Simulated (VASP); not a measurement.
Here is a VASP 6.6.1 calculation.

The input POSCAR:

```
Cu
1.0
   -1.4337758618      1.4337758618      1.3760814500
    1.4337758618     -1.4337758618      1.3760814500
    1.4518107782      1.4518107782     -1.3760814500
Cu
1
Direct
    0.0000000000      0.0000000000      0.0000000000
```

Contents of INCAR.step1:

```
PREC = Accurate ; ENCUT = 520
ISMEAR = 0 ; SIGMA = 0.15
LREAL = F ; LASPH = T
NELM = 100 ; NBANDS = 12
GGA = PE ; ALGO = Normal
EDIFF = 1E-4 ; LWAVE = T
LCHARG = F
```

The input INCAR.step2:

```
PREC = Accurate ; ENCUT = 520
EDIFF = 1E-6 ; ISMEAR = 0
SIGMA = 0.15 ; LREAL = F
LASPH = T ; NELM = 100
ALGO = Normal ; ISIF = 2
LWAVE = F ; LCHARG = F
METAGGA = R2SCAN ; LMIXTAU = T
NBANDS = 12 ; ISTART = 1
```

KPOINTS

```
regular mesh
0
Gamma
  24 24 24
```

Potentials or basis: VASP PAW PBE potentials, release 64 (Cu).

Run with:

```bash
$ cat potpaw_PBE.64/Cu/POTCAR > POTCAR
$ cp INCAR.step1 INCAR
$ mpirun -np 1 vasp_std > vasp.out
$ cp INCAR.step2 INCAR
$ mpirun -np 1 vasp_std > vasp.out
```

(1) Estimate the band gap on the k mesh.

(2) Estimate the pressure.

Answers

(1) zero (an odd number of electrons rules out a gap without spin polarisation).

(2) 1.0 GPa.

Caveat: the cell differs from its parent crystal (strain +0.0125 x Voigt [0, 0, 0, 0, 0, 1]); the PAW data sets were made with another functional, which shifts forces and pressure a little.
